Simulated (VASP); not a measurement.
Wanted: the native input for a VASP 6.6.1 run.

```yaml
Task: relaxation of cell and atoms
Functional: PBE
Potentials_or_basis: VASP PAW PBE potentials, release 64 (In_d, Ga_d, Sb, N)
Cutoff: 600 eV
k_mesh: 2 × 2 × 2
Occupations: gaussian, width 0.15 eV
Spin: no spin polarisation
Dipole_correction: no
Further_INCAR_settings: ALGO = Normal; EDIFF = 1e-06; IBRION = 2; EDIFFG = -0.08; NSW = 36; ISIF = 3
```

The structure of In3GaSb2N2 lies in POSCAR:

```
In3GaSb2N2
1.0
    3.8950000000     -3.8950000000      0.0000000000
    3.8950000000      3.8950000000      0.0000000000
    0.0000000000      0.0000000000      5.5100000000
In Ga Sb N
3 1 2 2
Direct
    0.0000000000      0.5000000000      0.5000000000
    0.5000000000      0.5000000000      0.0000000000
    0.5000000000      0.0000000000      0.5000000000
    0.0000000000      0.0000000000      0.0000000000
    0.2500000000      0.2500000000      0.2500000000
    0.7500000000      0.7500000000      0.2500000000
    0.7500000000      0.2500000000      0.7500000000
    0.2500000000      0.7500000000      0.7500000000
```

The input as run:

INCAR

```
PREC     = Accurate       # precision mode
ENCUT    = 600            # plane-wave cutoff, eV
EDIFF    = 1E-6           # SCF threshold, eV
ISMEAR   = 0              # smearing method
SIGMA    = 0.15           # smearing width, eV
LREAL    = False          # projectors in reciprocal space
LASPH    = True           # aspherical terms in the spheres
NELM     = 60             # most SCF steps
ALGO     = Normal         # electronic algorithm
ISIF     = 3              # what is computed and relaxed
LWAVE    = False          # write WAVECAR
LCHARG   = False          # write CHGCAR
GGA      = PE             # functional
IBRION   = 2              # ionic algorithm
NSW      = 36             # ionic steps
EDIFFG   = -0.08          # ionic threshold
```

KPOINTS

```
Automatic mesh
0
Gamma
  2 2 2
```

Potentials or basis: VASP PAW PBE potentials, release 64 (In_d, Ga_d, Sb, N).

The run is started by

```sh
$ cat potpaw_PBE.64/In_d/POTCAR potpaw_PBE.64/Ga_d/POTCAR potpaw_PBE.64/Sb/POTCAR potpaw_PBE.64/N/POTCAR > POTCAR
$ mpirun -np 1 vasp_std > vasp.out
```

It gave:

| Quantity | Value |
| --- | --- |
| Relaxed volume | 22.86 Å³/atom |
| Relaxed cell | a = 5.278 Å, b = 5.278 Å, c = 6.604 Å, α = 90.00°, β = 90.00°, γ = 83.83° |
| Space group after relaxing (to 0.1 Å) | Cmm2 (No. 35) |
| Energy gained by relaxing | 982.0 meV/atom |
| Ionic steps | 22 |
| Pressure after relaxing | 0.0 GPa |
| Largest force after relaxing | 0.067 eV/Å |
| Band gap on the k mesh | zero (bands 36 and 37 overlap by 0.64 eV) |

Caveat: the k points lie up to 0.60 Å⁻¹ apart in the final cell, too coarse for converged energies and pressures of a metal; semilocal functionals underestimate gaps, and a narrow one can read as zero; a cell axis changed by over 15 % at a fixed basis, so the end point is rough; spin-orbit coupling is left out, which moves the levels of the heavy elements; the relaxation stopped at a loose force limit of 0.08 eV/Å, so its end isn't a converged minimum.

Run time: 16 min on 1 thread of Intel(R) Xeon(R) Platinum 8488C (Sapphire Rapids), on a shared host, peak memory 0.38 GiB.
